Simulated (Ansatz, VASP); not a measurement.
MoSe: VASP beside Ansatz

INCAR

```
PREC = Accurate
ENCUT = 520
EDIFF = 1E-6
ISMEAR = 0
SIGMA = 0.1
LREAL = F
LASPH = T
NELM = 150
ALGO = Normal
ISIF = 2
LWAVE = F
LCHARG = F
ISPIN = 2
MAGMOM = 3.5 0
LORBIT = 11
LMAXMIX = 4
GGA = PS
NBANDS = 21
```

KPOINTS

```
Automatic mesh
0
Gamma
  14 14 14
```

POSCAR

```
MoSe
1.0
    0.0000000000      2.6087351781      2.6087351781
    2.6087351781      0.0000000000      2.6087351781
    2.6087351781      2.6087351781      0.0000000000
Mo Se
1 1
Direct
    0.0000000000      0.0000000000      0.0000000000
    0.5000000000      0.5000000000      0.5000000000
```

Input for Ansatz:

```yaml
crystal:
  lattice:
    - [0.0, 2.6087351781, 2.6087351781]
    - [2.6087351781, 0.0, 2.6087351781]
    - [2.6087351781, 2.6087351781, 0.0]
  atoms:
    - { symbol: Mo, position: [0.0, 0.0, 0.0], spin: 3.5 }
    - { symbol: Se, position: [0.5, 0.5, 0.5] }
basis:
  ecutwfc: 420
kpoints:
  mp_grid: { grid: [14, 14, 14] }
hamiltonian:
  xc: pbesol
scf:
  occupations: { method: gaussian, width: 0.1 }
  lower_state_search: "off"
output:
  forces: true
  stress: true
  eigenvalues: true
  populations: true
magnetization:
  spin_polarized: true
```

Alike in both runs: task single point; functional PBEsol; k mesh 14 × 14 × 14; occupations gaussian, width 0.1 eV; collinear spin.

|  | VASP | Ansatz |
| --- | --- | --- |
| version | VASP 6.6.1 | Ansatz 0.2.0 |
| potentials or method | VASP PAW PBE potentials, release 64 (Mo_sv, Se), cutoff 520 eV | scalar-relativistic, plane waves, PAW |
| valence electrons in the cell | 20 | 30 |

|  | VASP | Ansatz | Ansatz less VASP |
| --- | --- | --- | --- |
| gap on the k mesh at the Fermi level (eV) | none | none | - |
| pressure (GPa) | -5.4 | -5.7 | -0.33 |
| net moment per atom (μB) | 0.00 | 0.00 | -0.001 |

VASP's potentials were made for PBE, not for PBEsol. A gap of «none» marks a metal or a gap that the smearing closes. VASP's potentials hold 20 valence electrons a cell and Ansatz's 30, so a difference there can come from the potentials and not from the codes. Ansatz's warnings: seeded moment not kept.
